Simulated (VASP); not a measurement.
Wanted: the native input for a VASP 6.6.1 run.

- Task: relaxation of cell and atoms
- Functional: PBE
- Potentials or basis: VASP PAW PBE potentials, release 64 (S)
- Cutoff: 600 eV
- k mesh: 17 × 17 × 17
- Occupations: methfessel-paxton, width 0.05 eV
- Spin: no spin polarisation
- Target pressure: 30 GPa
- Dipole correction: no
- Further INCAR settings: ALGO = Normal; EDIFF = 1e-07; IBRION = 2; EDIFFG = -0.03; NSW = 60; ISIF = 3

The structure of S lies in POSCAR:

```
S
1.0
    2.7300000000      0.0000000000      0.0000000000
    0.0000000000      2.7300000000      0.0000000000
    0.0000000000      0.0000000000      2.7300000000
S
1
Direct
    0.0000000000      0.0000000000      0.0000000000
```

These files were run (other wordings do the same):

INCAR

```
SYSTEM = S
ALGO = Normal
EDIFF = 1E-7
EDIFFG = -0.03
ENCUT = 600
GGA = PE
IBRION = 2
ISIF = 3
ISMEAR = 1
LASPH = .True.
LCHARG = .False.
LREAL = .False.
LWAVE = .False.
NELM = 80
NSW = 60
PREC = Accurate
PSTRESS = 300.0
SIGMA = 0.05
```

KPOINTS

```
k-points
0
Gamma
  17 17 17
  0 0 0
```

Potentials or basis: VASP PAW PBE potentials, release 64 (S).

Launch:

```console
$ cat potpaw_PBE.64/S/POTCAR > POTCAR
$ mpirun -np 1 vasp_std > vasp.out
```

It gave:

| Property | Result |
| --- | --- |
| Relaxed volume | 13.68 Å³/atom |
| Relaxed cell | a = 2.391 Å, b = 2.391 Å, c = 2.391 Å, α = 90.00°, β = 90.00°, γ = 90.00° |
| Space group after relaxing (to 0.05 Å) | Pm-3m (No. 221) |
| Energy change on relaxing (the enthalpy is what falls) | +158.1 meV/atom |
| Ionic steps | 4 |
| Pressure after relaxing | 29.7 GPa |
| Band gap on the k mesh | zero (band 3 reaches 14.80 eV, above the bottom of band 4 at 6.12 eV) |

Caveat: the cell is relaxed towards a set pressure, so the enthalpy falls and the energy may rise; the volume moved by over 15 % at a fixed basis, so the end points are rough.

Run time: 33 s on 1 thread of Intel(R) Xeon(R) Platinum 8375C CPU @ 2.90GHz (Ice Lake), with other jobs on the host, peak memory 0.15 GiB.
